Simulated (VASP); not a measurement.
ErSc2Sb3, 6 atoms in the cell. The structure is tetragonal, space group P4/mmm (No. 123). Conventional cell: a = 4.163 Å, b = 4.163 Å, c = 10.885 Å, α = 90.00°, β = 90.00°, γ = 90.00°. Er (site symmetry 4/mmm) has 6 Sb at 2.94 to 3.15 Å within 3.9 Å. Within 3.8 Å of Sc (site symmetry 4mm) lie 5 Sb at 2.85 to 2.96 Å. Within 3.8 Å of Sb (site symmetry 4/mmm) lie 2 Sc at 2.85 Å and 4 Er at 2.94 Å. Sb (site symmetry 4mm) has 4 Sc at 2.96 Å and 1 Er at 3.15 Å within 3.9 Å. The cell was built from a structure type or drawn by symmetry, and may not be a known phase.

* Program: VASP 6.6.1
* Task: single point
* Functional: PBE
* Potentials or basis: VASP PAW PBE potentials, release 64 (Er_3, Sc_sv, Sb), 4f in core
* Cutoff: 500 eV
* k mesh: 4 × 4 × 2
* Occupations: gaussian, width 0.1 eV
* Spin: no spin polarisation
* Dipole correction: no
* Mended: yes
* Further INCAR settings: ALGO = Normal; EDIFF = 1e-06; NBANDS = 32

Potentials or basis: VASP PAW PBE potentials, release 64 (Er_3, Sc_sv, Sb), 4f in core.

The run is started by

```sh
$ cat potpaw_PBE.64/Er_3/POTCAR potpaw_PBE.64/Sc_sv/POTCAR potpaw_PBE.64/Sb/POTCAR > POTCAR
$ mpirun -np 1 vasp_std > vasp.out
```

Hardware: 1 thread of Intel(R) Xeon(R) 6975P-C (Granite Rapids), on a shared host.

Estimate the wall time of this run.

Run time: 62 s on 1 thread of Intel(R) Xeon(R) 6975P-C (Granite Rapids), on a shared host, peak memory 0.28 GiB. Counts: scf iterations 17, k points 12.
